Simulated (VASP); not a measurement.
Input of a VASP 6.6.1 run:

Contents of INCAR:

```
SYSTEM = Rb
PREC = Accurate
ENCUT = 520
EDIFF = 1E-6
ISMEAR = -1
SIGMA = 0.05
LREAL = .FALSE.
LASPH = .TRUE.
NELM = 80
ALGO = Normal
ISIF = 2
LWAVE = .FALSE.
LCHARG = .FALSE.
GGA = PS
NBANDS = 10
```

KPOINTS

```
regular mesh
0
G
  7 7 7
  0 0 0
```

Contents of POSCAR:

```
Rb
1.0
   -2.7452900697      2.7452900697      2.7452900697
    2.7452900697     -2.7452900697      2.7452900697
    2.7452900697      2.7452900697     -2.7452900697
Rb
1
Direct
    0.0000000000      0.0000000000      0.0000000000
```

Potentials or basis: VASP PAW PBE potentials, release 64 (Rb_sv).

The run is started by

```bash
$ cat potpaw_PBE.64/Rb_sv/POTCAR > POTCAR
$ mpirun -np 1 vasp_std > vasp.out
```

Problem. Predict the pressure.

Solution. 0.1 GPa.

Caveat: the PAW data sets were made with another functional, which shifts forces and pressure a little.
